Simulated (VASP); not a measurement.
Here is a VASP 6.6.1 calculation.

Contents of POSCAR:

```
Sn
1.0
   -1.6963767116      1.6964710647      2.3341500440
    1.6963767116     -1.6964710647      2.3341500440
    1.6963767116      1.6964710647     -2.3341500440
Sn
1
Direct
    0.0000000000      0.0000000000      0.0000000000
```

INCAR.step1

```
SYSTEM = Sn
PREC = Accurate ; ENCUT = 520
ISMEAR = -1 ; SIGMA = 0.05
LREAL = .False. ; LASPH = .True.
NELM = 60 ; NBANDS = 13
GGA = PE ; ALGO = Normal
EDIFF = 1E-4 ; LWAVE = .True.
LCHARG = .False.
```

File INCAR.step2:

```
SYSTEM = Sn
PREC = Accurate ; ENCUT = 520
EDIFF = 1E-7 ; ISMEAR = -1
SIGMA = 0.05 ; LREAL = .False.
LASPH = .True. ; NELM = 60
ALGO = Normal ; ISIF = 2
LWAVE = .False. ; LCHARG = .False.
METAGGA = R2SCAN ; LMIXTAU = .True.
IVDW = 12 ; VDW_S6 = 1.0
VDW_S8 = 0.78981345 ; VDW_A1 = 0.49484001
VDW_A2 = 5.73083694 ; NBANDS = 13
ISTART = 1
```

KPOINTS

```
regular mesh
0
Gamma
  11 11 11
  0 0 0
```

Potentials or basis: VASP PAW PBE potentials, release 64 (Sn_d).

Launch:

```console
$ cat potpaw_PBE.64/Sn_d/POTCAR > POTCAR
$ cp INCAR.step1 INCAR
$ mpirun -np 1 vasp_std > vasp.out
$ cp INCAR.step2 INCAR
$ mpirun -np 1 vasp_std > vasp.out
```

(1) What does it give for the band gap on the k mesh?

(2) Estimate the dispersion energy per atom.

(3) Predict the pressure.

Answers

(1) zero (bands 7 and 8 overlap by 10.24 eV).

(2) -0.185 eV.

(3) -0.2 GPa.

Caveat: three body term missing; the PAW data sets were made with another functional, which shifts forces and pressure a little; spin-orbit coupling is left out, which moves the levels of the heavy elements.
